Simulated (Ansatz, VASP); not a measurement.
**One calculation of C17O, two programs**

File INCAR:

```
  PREC = Accurate
  ENCUT = 520
  EDIFF = 1E-6
  ISMEAR = 0
  SIGMA = 0.05
  LREAL = Auto
  LASPH = T
  NELM = 80
  ALGO = Normal
  ISIF = 2
  LWAVE = F
  LCHARG = F
  LDIPOL = T
  IDIPOL = 3
  DIPOL = 0.5 0.5 0.313
  GGA = PE
  IVDW = 12
  NBANDS = 52
```

File KPOINTS:

```
Automatic mesh
0
Gamma
  6 6 1
```

File POSCAR:

```
C17O
1.0
    4.9298867130      0.0000000000      0.0000000000
   -0.0081547558      4.4132984516      0.0000000000
    0.0000000000      0.0000000000     23.6650337471
C O
17 1
Direct
    0.3745684085      0.7405378974      0.1690257467
    0.8745684085      0.7405378974      0.1690257467
    0.1243974091      0.6365956441      0.1920114160
    0.6243974091      0.6365956441      0.1920114160
    0.1240513173      0.4291046681      0.2380452569
    0.6240513173      0.4291046681      0.2380452569
    0.3738803179      0.3251624149      0.2610309261
    0.8738803179      0.3251624149      0.2610309261
    0.3735338584      0.1126520408      0.3070664644
    0.8735338584      0.1126520408      0.3070664644
    0.1233638388      0.0072945126      0.3289983678
    0.6233638388      0.0072945126      0.3289983678
    0.1229920122      0.7810454900      0.3748118563
    0.6229920122      0.7810454900      0.3748118563
    0.3728273188      0.6826774530      0.3936201337
    0.8728273188      0.6826774530      0.3936201337
    0.7478273188      1.1826774530      0.5774356332
    0.7478273188      1.1826774530      0.5288407310
```

Input for Ansatz:

```yaml
crystal:
  lattice:
    - [4.929886713, 0.0, 0.0]
    - [-0.0081547558, 4.4132984516, 0.0]
    - [0.0, 0.0, 23.6650337471]
  atoms:
    - { symbol: C, position: [0.3745684085, 0.7405378974, 0.1690257467] }
    - { symbol: C, position: [0.8745684085, 0.7405378974, 0.1690257467] }
    - { symbol: C, position: [0.1243974091, 0.6365956441, 0.192011416] }
    - { symbol: C, position: [0.6243974091, 0.6365956441, 0.192011416] }
    - { symbol: C, position: [0.1240513173, 0.4291046681, 0.2380452569] }
    - { symbol: C, position: [0.6240513173, 0.4291046681, 0.2380452569] }
    - { symbol: C, position: [0.3738803179, 0.3251624149, 0.2610309261] }
    - { symbol: C, position: [0.8738803179, 0.3251624149, 0.2610309261] }
    - { symbol: C, position: [0.3735338584, 0.1126520408, 0.3070664644] }
    - { symbol: C, position: [0.8735338584, 0.1126520408, 0.3070664644] }
    - { symbol: C, position: [0.1233638388, 0.0072945126, 0.3289983678] }
    - { symbol: C, position: [0.6233638388, 0.0072945126, 0.3289983678] }
    - { symbol: C, position: [0.1229920122, 0.78104549, 0.3748118563] }
    - { symbol: C, position: [0.6229920122, 0.78104549, 0.3748118563] }
    - { symbol: C, position: [0.3728273188, 0.682677453, 0.3936201337] }
    - { symbol: C, position: [0.8728273188, 0.682677453, 0.3936201337] }
    - { symbol: O, position: [0.7478273188, 1.182677453, 0.528840731] }
    - { symbol: C, position: [0.7478273188, 1.182677453, 0.5774356332] }
basis:
  ecutwfc: 420
kpoints:
  mp_grid: { grid: [6, 6, 1] }
hamiltonian:
  xc: pbe
  pseudopotentials: { kind: paw, azcp: { folder: soft_1 } }
  dispersion: d3bj
scf:
  occupations: { method: gaussian, width: 0.05 }
output:
  forces: true
  eigenvalues: true
efield:
  axis: 3
  dipole_correction: true
  ramp_width: 0.04
```

Alike in both runs: task single point; functional PBE; dispersion D3(BJ); k mesh 6 × 6 × 1; occupations gaussian, width 0.05 eV; no spin polarisation.

```csv
,VASP,Ansatz
version,VASP 6.6.1,Ansatz 0.2.0
potentials or method,"VASP PAW PBE potentials, release 64 (C, O), cutoff 520 eV","scalar-relativistic, plane waves, PAW"
valence electrons in the cell,74,74
```

|  | VASP | Ansatz | Ansatz less VASP |
| --- | --- | --- | --- |
| gap on the k mesh at the Fermi level (eV) | none | none | - |
| rms of the force components (eV/Å) | 0.738 | 0.789 | +0.0512 |

A gap of «none» marks a metal or a gap that the smearing closes.

Noted on VASP's run: the standard files for N, O and F lose accuracy on very short bonds.
